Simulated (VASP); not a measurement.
# AlP (F-43m) in VASP: further runs, part 2 of 2

VASP 6.6.1.

**3. Single point, PBE**

This run uses another cell than the first one, of 19.44 Å³/atom, 1.021 times its volume.

Input file INCAR:

```
SYSTEM = AlP
ALGO     = Normal         ! electronic algorithm
EDIFF    = 1E-6           ! SCF threshold, eV
ENCUT    = 500            ! plane-wave cutoff, eV
GGA      = PE             ! functional
GGA_COMPAT= .False.      
ISIF     = 2              ! what is computed and relaxed
ISMEAR   = 0              ! smearing method
LASPH    = .True.         ! aspherical terms in the spheres
LCHARG   = .False.        ! write CHGCAR
LREAL    = .False.        ! projectors in reciprocal space
LWAVE    = .False.        ! write WAVECAR
NBANDS   = 11             ! bands
NELM     = 120            ! most SCF steps
PREC     = Accurate       ! precision mode
SIGMA    = 0.01           ! smearing width, eV
```

Input file KPOINTS:

```
k-points
0
Gamma
  6 6 6
  0 0 0
```

Input file POSCAR:

```
AlP
1.0
    0.0000000000      2.6886644034      2.6886644034
    2.6886644034      0.0000000000      2.6886644034
    2.6886644034      2.6886644034      0.0000000000
Al P
1 1
Direct
    0.0000000000      0.0000000000      0.0000000000
    0.2500000000      0.2500000000      0.2500000000
```

Potentials or basis: VASP PAW PBE potentials, release 64 (Al, P).

Launch:

```bash
$ cat potpaw_PBE.64/Al/POTCAR potpaw_PBE.64/P/POTCAR > POTCAR
$ mpirun -np 1 vasp_std > vasp.out
```

OUTCAR:

```text
SYSTEM = AlP
   EDIFF = 1E-6
   ENCUT = 500
   GGA = PE
   ISIF = 2
   ISMEAR = 0
   LASPH = .True.
   LREAL = .False.
   NELM = 120
   PREC = Accurate

 ion  position               nearest neighbor table
   1  0.000  0.000  0.000-   2 2.33   2 2.33   2 2.33   2 2.33
   2  0.250  0.250  0.250-   1 2.33   1 2.33   1 2.33   1 2.33

  LATTYP: Found a face centered cubic cell.
 ALAT       =     5.3773288068

  Lattice vectors:

 A1 = (   0.0000000000,   2.6886644034,   2.6886644034)
 A2 = (   2.6886644034,   0.0000000000,   2.6886644034)
 A3 = (   2.6886644034,   2.6886644034,   0.0000000000)

Analysis of symmetry for initial positions (statically):
=====================================================================
 Subroutine PRICEL returns:
 Original cell was already a primitive cell.

 Routine SETGRP: Setting up the symmetry group for a
 face centered cubic supercell.

 Subroutine GETGRP returns: Found 24 space group operations
 (whereof 24 operations were pure point group operations)
 out of a pool of 48 trial point group operations.

The static configuration has the point symmetry T_d .

Analysis of symmetry for dynamics (positions and initial velocities):
[... 160 lines left out ...]
      2       5.0135      2.00000
      3       5.0135      2.00000
      4       5.0135      2.00000
      5       8.7148      0.00000
      6       9.6353      0.00000
      7       9.6353      0.00000
      8       9.6353      0.00000
      9      13.8964      0.00000
     10      13.8964      0.00000
     11      15.6295      0.00000
[... 197 lines left out ...]
 k-point    16 :      -0.3333    0.5000    0.1667
  band No.  band energies     occupation
      1      -4.2123      2.00000
      2      -0.1634      2.00000
      3       1.9528      2.00000
      4       2.2039      2.00000
      5       8.3116      0.00000
      6       9.3861      0.00000
      7      12.8519      0.00000
      8      13.2154      0.00000
      9      16.6328      0.00000
     10      17.2214      0.00000
     11      18.6710      0.00000

------------------------ aborting loop because EDIFF is reached ----------------------------------------

  FORCE on cell =-STRESS in cart. coord.  units (eV):
  Direction    XX          YY          ZZ          XY          YZ          ZX
  --------------------------------------------------------------------------------------
  -------------------------------------------------------------------------------------
  Total        1.6578727      1.6578727      1.6578727      0.0000000     -0.0000000      0.0000000
  in kB       68.3316591     68.3316591     68.3316591      0.0000000     -0.0000000      0.0000000
  external PRESSURE =      68.3316591 kB  Pullay stress =       0.0000000 kB

 VOLUME and BASIS-vectors are now :
 -----------------------------------------------------------------------------
  energy-cutoff  :      500.00
  volume of cell :       38.87
      direct lattice vectors                 reciprocal lattice vectors
     0.000000000  2.688664403  2.688664403    -0.185965939  0.185965939  0.185965939
     2.688664403  0.000000000  2.688664403     0.185965939 -0.185965939  0.185965939
     2.688664403  2.688664403  0.000000000     0.185965939  0.185965939 -0.185965939

 POSITION                                       TOTAL-FORCE (eV/Angst)
 -----------------------------------------------------------------------------------
      0.00000      0.00000      0.00000        -0.000000     -0.000000     -0.000000
      1.34433      1.34433      1.34433         0.000000      0.000000      0.000000
 -----------------------------------------------------------------------------------
    total drift:                                0.000000      0.000000      0.000000

  FREE ENERGIE OF THE ION-ELECTRON SYSTEM (eV)
  ---------------------------------------------------
  free  energy   TOTEN  =       -10.3115497579 eV

  energy  without entropy=      -10.3115497579  energy(sigma->0) =      -10.31154976
```

OSZICAR:

```text
N       E                     dE             d eps       ncg     rms          rms(c)
DAV:   1     0.125037269809E+02    0.12504E+02   -0.32383E+03   352   0.551E+02
DAV:   2    -0.983765470232E+01   -0.22341E+02   -0.21154E+02   497   0.902E+01
DAV:   3    -0.106753245915E+02   -0.83767E+00   -0.83643E+00   427   0.167E+01
DAV:   4    -0.106825795827E+02   -0.72550E-02   -0.72545E-02   432   0.197E+00
DAV:   5    -0.106827010023E+02   -0.12142E-03   -0.12142E-03   464   0.237E-01    0.473E+00
DAV:   6    -0.103610054584E+02    0.32170E+00   -0.60371E-01   388   0.294E+00    0.305E+00
DAV:   7    -0.103110867686E+02    0.49919E-01   -0.23872E-01   418   0.200E+00    0.151E+00
DAV:   8    -0.103114916123E+02   -0.40484E-03   -0.15887E-02   408   0.624E-01    0.220E-01
DAV:   9    -0.103114051557E+02    0.86457E-04   -0.71907E-04   416   0.150E-01    0.852E-02
DAV:  10    -0.103115449045E+02   -0.13975E-03   -0.20216E-04   388   0.764E-02    0.863E-03
DAV:  11    -0.103115492116E+02   -0.43071E-05   -0.21235E-05   432   0.217E-02    0.134E-02
DAV:  12    -0.103115497579E+02   -0.54626E-06   -0.14963E-06   406   0.661E-03
   1 F= -.10311550E+02 E0= -.10311550E+02  d E =-.432591E-13
```

stdout:

```text
POSCAR found type information on POSCAR AlP
 POSCAR found :  2 types and       2 ions
 scaLAPACK will be used
 LDA part: xc-table for (Slater+PW92), standard interpolation
 POSCAR, INCAR and KPOINTS ok, starting setup
 FFT: planning ... GRIDC
 FFT: planning ... GRID_SOFT
 FFT: planning ... GRID
 WAVECAR not read
 entering main loop
```

Run time: 3.2 s. Hardware: 1 thread of Intel Xeon 6975P-C (Granite Rapids), shared host; peak memory 0.14 GiB.

What came out:

```
Free energy            : -10.3115 eV
Pressure               : 6.8 GPa
Band gap on the k mesh : 1.48 eV, indirect (least direct gap 3.68 eV)
```

Levels at points of the mesh, in eV from the valence-band top:
| k point | band 2 | band 3 | band 4 | band 5 | band 6 | band 7 |
| --- | --- | --- | --- | --- | --- | --- |
| (0.00, 0.00, 0.00) | 0.00 | 0.00 | 0.00 | 3.70 | 4.62 | 4.62 |
| (0.50, 0.00, 0.00) | -5.74 | -0.79 | -0.79 | 2.99 | 4.83 | 4.83 |
| (0.50, 0.50, 0.00) | -5.47 | -2.20 | -2.20 | 1.48 | 2.45 | 11.47 |

A k mesh can miss the band edges. PBE gaps usually lie below the measured ones, often by a third to a half.

**4. Single point, PBE**

This run uses another cell than the first one, of 19.84 Å³/atom, 1.043 times its volume.

Input file INCAR:

```
SYSTEM = AlP
PREC = Accurate ; ENCUT = 500
EDIFF = 1E-6 ; ISMEAR = 0
SIGMA = 0.01 ; LREAL = .False.
LASPH = .True. ; NELM = 120
ALGO = Normal ; ISIF = 2
LWAVE = .False. ; LCHARG = .True.
GGA = PE ; LELF = .True.
LVHAR = .True. ; NBANDS = 11
GGA_COMPAT = .False.
```

Input file KPOINTS:

```
regular mesh
0
Gamma
  6 6 6
  0 0 0
```

Input file POSCAR:

```
AlP
1.0
    0.0000000000      2.7072075025      2.7072075025
    2.7072075025      0.0000000000      2.7072075025
    2.7072075025      2.7072075025      0.0000000000
Al P
1 1
Direct
    0.0000000000      0.0000000000      0.0000000000
    0.2500000000      0.2500000000      0.2500000000
```

Launch:

```bash
$ cat potpaw_PBE.64/Al/POTCAR potpaw_PBE.64/P/POTCAR > POTCAR
$ mpirun -np 1 vasp_std > vasp.out
```

Wall time 3.6 s (1 thread of Intel Xeon 6975P-C (Granite Rapids), shared host); peak memory 0.14 GiB.

It converged, with:

```yaml
Free_energy: -10.3406 eV
Pressure: 4.7 GPa
Band_gap_on_the_k_mesh: 1.53 eV, indirect (least direct gap 3.52 eV)
```

Levels at points of the mesh, in eV from the valence-band top:
```
           k point  band 1  band 2  band 3  band 4  band 5  band 6  band 7  band 8  band 9
(0.00, 0.00, 0.00)  -11.65    0.00    0.00    0.00    3.52    4.59    4.59    4.59    8.86
(0.50, 0.00, 0.00)   -9.91   -5.64   -0.78   -0.78    2.91    4.82    4.82    8.34   11.61
(0.50, 0.50, 0.00)   -9.22   -5.40   -2.16   -2.16    1.53    2.46   11.29   11.29   12.19
```

**5. Summary**

```csv
cell,gap on the mesh (eV),pressure (GPa)
"a = 3.776 Å, angles 60.0°, 2 atoms",1.43,9.2
"a = 3.802 Å, angles 60.0°, 2 atoms",1.48,6.8
"a = 3.829 Å, angles 60.0°, 2 atoms",1.53,4.7
```

Alike in all rows: task single point; level PBE; potentials or basis VASP PAW PBE potentials, release 64 (Al, P); no spin polarisation; k mesh 6 × 6 × 6; cutoff (eV) 500; smearing gaussian 0.01 eV.

Total energies depend on the potentials used, so only differences within one code and one set of settings carry meaning.
